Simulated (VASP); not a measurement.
Write the native input for VASP 6.6.1 that does the following.

```
Task                   : single point
Functional             : PBEsol
Potentials or basis    : VASP PAW PBE potentials, release 64 (Ti_sv, O)
Cutoff                 : 520 eV
k mesh                 : 18 × 18 × 8
Occupations            : gaussian, width 0.2 eV
Spin                   : no spin polarisation
Dipole correction      : no
Further INCAR settings : ALGO = Normal; EDIFF = 1e-06; NBANDS = 26
```

The structure of TiO lies in POSCAR:

```
TiO
1.0
    2.8516080131      0.0000000000      0.0000000000
   -1.4258040066      2.4695649810      0.0000000000
    0.0000000000      0.0000000000      5.5675030000
Ti O
2 2
Direct
    0.3333333333      0.6666666667      0.2500000000
    0.6666666667      0.3333333333      0.7500000000
    0.0000000000      0.0000000000      0.0000000000
    0.0000000000      0.0000000000      0.5000000000
```

The input as run:

INCAR

```
SYSTEM = TiO
PREC = Accurate ; ENCUT = 520
EDIFF = 1E-6 ; ISMEAR = 0
SIGMA = 0.2 ; LREAL = .FALSE.
LASPH = .TRUE. ; NELM = 60
ALGO = Normal ; ISIF = 2
LWAVE = .FALSE. ; LCHARG = .FALSE.
GGA = PS ; NBANDS = 26
```

KPOINTS

```
Automatic mesh
0
G
  18 18 8
  0 0 0
```

Potentials or basis: VASP PAW PBE potentials, release 64 (Ti_sv, O).

Command:

```console
$ cat potpaw_PBE.64/Ti_sv/POTCAR potpaw_PBE.64/O/POTCAR > POTCAR
$ mpirun -np 1 vasp_std > vasp.out
```

It gave:

The pressure is -9.4 GPa and the band gap on the k mesh is zero (bands 18 and 19 overlap by 0.20 eV).

Caveat: the cell stands under tension; the PAW data sets were made with another functional, which shifts forces and pressure a little; semilocal functionals often make such compounds metallic where correlation or magnetic order opens a gap, which also shifts bond lengths.

Run time: 60 s on 1 thread of Intel(R) Xeon(R) 6975P-C (Granite Rapids), on a shared host, peak memory 0.27 GiB.
